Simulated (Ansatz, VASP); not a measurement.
## CsLiCr2Te2S3: VASP beside Ansatz

```
Cs Li Cr Te S
1.0
     3.42162   -5.18069    0.00784
     3.42162    5.18069    0.00784
    -2.90411    0.00000    7.43093
Cs Li Cr Te S
1 1 2 2 3
Direct
  0.09374 0.09374 0.00853
  0.58875 0.58875 0.55336
  0.05646 0.46755 0.55790
  0.46755 0.05646 0.55790
  0.56486 0.87357 0.29035
  0.87357 0.56486 0.29035
  0.81151 0.39697 0.73347
  0.39697 0.81151 0.73347
  0.21404 0.21404 0.48371
```

Alike in both runs: functional revPBE; k mesh 4 × 4 × 3; occupations fermi-dirac, width 0.05 eV; collinear spin.

```csv
,VASP,Ansatz
version,VASP 6.6.1,Ansatz 0.2.0
potentials or method,"VASP PAW PBE potentials, release 64 (Cs_sv, Li_sv, Cr_pv, Te, S), cutoff 520 eV","all-electron LAPW, scalar-relativistic"
task,single point,band structure
```

```csv
,VASP,Ansatz,Ansatz less VASP
gap on the k mesh at the Fermi level (eV),none,none,-
rms of the force components (eV/Å),0.047,0.047,+0.0006
net moment per atom (μB),0.45,0.45,0.000
size of the moment on the site where the two differ most (μB),2.32,2.27,-0.048
```

VASP's potentials were made for PBE, not for revPBE. Site moments also hang on the region over which each program counts them. Atom by atom the forces differ by 0.003 eV/Å (rms over components). A gap of «none» marks a metal or a gap that the smearing closes. Ansatz ran all-electron here, and VASP with PAW potentials.

Neither program's run includes spin-orbit coupling. Noted on VASP's run: the cutoff is under 1.25 times that of the potentials, so the pressure is a little rough. Noted on Ansatz's run: the k mesh is thin for a metal, which can move the energy by tens of meV per atom.
